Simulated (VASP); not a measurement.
The system is MgO.

```
Mg O
1.0
     2.87804    0.00000    0.00000
    -1.43902    2.49246    0.00000
     0.00000    0.00000    2.62498
Mg O
1 1
Direct
  0.00000 0.00000 0.00000
  0.33333 0.66667 0.50000
```

This cell differs from its parent crystal: volume scaled by 0.94.

Program: VASP 6.6.1. Alike in all runs: task single point; no spin polarisation; cell as given; k mesh 10 × 10 × 10; cutoff (eV) 520.

Task: Order these runs on this cell by their pressure, lowest first.
A. level LDA; potentials or basis VASP PAW LDA potentials, release 64 (Mg, O); smearing gaussian 0.05 eV
B. level PBE; potentials or basis VASP PAW PBE potentials, release 64 (Mg, O); smearing fermi-dirac 0.05 eV
C. level PBEsol; potentials or basis VASP PAW PBE potentials, release 64 (Mg, O); smearing fermi-dirac 0.05 eV

Result: A (-2.6 GPa), C (4.9 GPa), B (9.0 GPa).

Caveats: the PAW data sets were made with another functional, which shifts forces and pressure a little (some runs).
